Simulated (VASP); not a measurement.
Crystal: ZrTi3C4.

```
CELL_PARAMETERS angstrom
3.39794 0.00000 0.00000
0.00000 3.39794 0.00000
0.00000 0.00000 9.61083
ATOMIC_POSITIONS crystal
Zr 0.00000 0.00000 0.00000
Ti 0.50000 0.50000 0.25000
Ti 0.00000 0.00000 0.50000
Ti 0.50000 0.50000 0.75000
C 0.00000 0.00000 0.25000
C 0.50000 0.50000 0.50000
C 0.00000 0.00000 0.75000
C 0.50000 0.50000 0.00000
```

| Quantity | Value |
| --- | --- |
| Program | VASP 6.6.1 |
| Task | relaxation of cell and atoms |
| Functional | PBE |
| Potentials or basis | VASP PAW PBE potentials, release 64 (Zr_sv, Ti_sv, C) |
| Cutoff | 600 eV |
| k mesh | 6 × 6 × 2 |
| Occupations | gaussian, width 0.1 eV |
| Spin | no spin polarisation |

At the start: pressure -34.0 GPa; volume 13.87 Å³/atom.

Q: Where does the relaxation end?

A: Over 11 steps the energy falls by 394.7 meV/atom and the volume is 10.98 Å³/atom (-20.8 %); space group P4/mmm (No. 123, to 0.1 Å) before and after.

Step by step:
```tsv
step	energy change (eV)	largest force (eV/Å)	pressure (GPa)	volume (Å³)
1	0.0000	0.5183	-34.01	110.97
2	0.8032	1.3898	83.48	70.08
3	-3.0078	0.9814	-2.13	88.74
4	-3.0146	0.9981	-0.26	88.02
5	-3.0145	1.0080	0.89	87.60
6	-3.1155	0.5066	1.20	87.35
7	-3.1470	0.2983	1.89	87.11
8	-3.1495	0.0275	-2.52	88.83
9	-3.1561	0.1167	-0.53	88.04
10	-3.1572	0.0505	0.20	87.78
11	-3.1574	0.0136	0.07	87.86
```

Final structure:
```
Zr Ti C
1.0
     3.14873    0.00000    0.00000
     0.00000    3.14873    0.00000
     0.00000    0.00000    8.86132
Zr Ti C
1 3 4
Cartesian
  0.0000 0.0000 0.0000
  1.5744 1.5744 2.2996
  0.0000 0.0000 4.4307
  1.5744 1.5744 6.5617
  0.0000 0.0000 2.3085
  1.5744 1.5744 4.4307
  0.0000 0.0000 6.5528
  1.5744 1.5744 0.0000
```

Caveat: the volume moved by over 15 % at a fixed basis, so the end points are rough.
